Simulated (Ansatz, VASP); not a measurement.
## Two plane-wave programs on MgS

```
Mg S
1.0
     0.00000    2.61444    2.61444
     2.61444    0.00000    2.61444
     2.61444    2.61444    0.00000
Mg S
1 1
Direct
  0.00000 0.00000 0.00000
  0.50000 0.50000 0.50000
```

Alike in both runs: functional PBE; k mesh 14 × 14 × 14; occupations fermi-dirac, width 0.03 eV; no spin polarisation.

Ansatz relaxed the structure, and its values are those at the end. VASP's run is a single point on that final structure, the one shown.

|  | VASP | Ansatz |
| --- | --- | --- |
| version | VASP 6.6.1 | Ansatz 0.2.0 |
| potentials or method | VASP PAW PBE potentials, release 64 (Mg, S) | PAW with Ansatz's default frozen-core files, scalar-relativistic |
| plane-wave cutoff (eV) | 520 | 420 |
| valence electrons in the cell | 8 | 16 |

VASP gave:

- gap on the k mesh at the Fermi level (eV): 2.74
- pressure (GPa): -0.3

Task: What did Ansatz give for the same quantities?

Result: gap on the k mesh at the Fermi level (eV): 2.76; pressure (GPa): 0.0.

With one functional, cell and mesh, what is left measures potentials, basis and numerics. VASP's potentials hold 8 valence electrons a cell and Ansatz's 16, so a difference there can come from the potentials and not from the codes.
